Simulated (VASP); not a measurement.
Y:

```
Y
1.0
     0.00000    2.54612    2.54612
     2.54612    0.00000    2.54612
     2.54612    2.54612    0.00000
Y
1
Direct
  0.00000 0.00000 0.00000
```

| Property | Result |
| --- | --- |
| Program | VASP 6.6.1 |
| Task | relaxation of cell and atoms |
| Functional | PBEsol |
| Potentials or basis | VASP PAW PBE potentials, release 64 (Y_sv) |
| Cutoff | 600 eV |
| k mesh | 11 × 11 × 11 |
| Occupations | fermi-dirac, width 0.1 eV |
| Spin | no spin polarisation |

At the start: pressure -2.5 GPa; volume 33.01 Å³/atom.

Problem. Where does the relaxation end?

Solution. Over 3 steps the energy falls by 17.9 meV/atom and the volume is 30.83 Å³/atom (-6.6 %); space group Fm-3m (No. 225, to 0.05 Å).

The path:
| step | energy change (eV) | largest force (eV/Å) | pressure (GPa) | volume (Å³) |
| --- | --- | --- | --- | --- |
| 1 | 0.0000 | 0.0000 | -2.50 | 33.01 |
| 2 | -0.0177 | 0.0000 | 0.30 | 30.61 |
| 3 | -0.0179 | 0.0000 | 0.00 | 30.83 |

Final structure:
```cif
data_structure
_symmetry_space_group_name_H-M 'P 1'
_symmetry_Int_Tables_number 1
_cell_length_a 3.5197
_cell_length_b 3.5197
_cell_length_c 3.5197
_cell_angle_alpha 60.000
_cell_angle_beta 60.000
_cell_angle_gamma 60.000
_cell_volume 30.83
loop_
_atom_site_label
_atom_site_type_symbol
_atom_site_fract_x
_atom_site_fract_y
_atom_site_fract_z
_atom_site_occupancy
Y1 Y 0.00000 0.00000 0.00000 1
```

Caveat: the PAW data sets were made with another functional, which shifts forces and pressure a little.
